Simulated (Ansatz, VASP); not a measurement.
# Two plane-wave programs on WC

```
W C
1.0
     2.90050    0.00000    0.00000
    -1.45025    2.51191    0.00000
     0.00000    0.00000    2.82900
W C
1 1
Cartesian
  0.0000 0.0000 0.0000
  1.4503 0.8373 1.5145
```

Change from the starting cell: all C atoms moved -0.100 Å, as atom 2 towards its neighbour atom 2 (C) at 2.829 Å.

Alike in both runs: task single point; functional PBEsol; k mesh 18 × 18 × 16; occupations gaussian, width 0.15 eV; no spin polarisation.

|  | VASP | Ansatz |
| --- | --- | --- |
| version | VASP 6.6.1 | Ansatz 0.2.0 |
| potentials or method | VASP PAW PBE potentials, release 64 (W_sv, C), cutoff 520 eV | scalar-relativistic, plane waves, PAW |
| valence electrons in the cell | 18 | 18 |

Ansatz gave:

| Property | Result |
| --- | --- |
| gap on the k mesh at the Fermi level (eV) | none |
| pressure (GPa) | 1.5 |
| traceless stress, the component that is largest in VASP (GPa) | 0.63 |
| rms of the force components (eV/Å) | 0.842 |

Question: Which values does VASP return?

Answer: gap on the k mesh at the Fermi level (eV): none; pressure (GPa): 2.8; traceless stress, the component that is largest in VASP (GPa): 0.84; rms of the force components (eV/Å): 0.851.

VASP's potentials were made for PBE, not for PBEsol. Atom by atom the forces differ by 0.009 eV/Å (rms over components). A gap of «none» marks a metal or a gap that the smearing closes.

Neither program's run includes spin-orbit coupling.
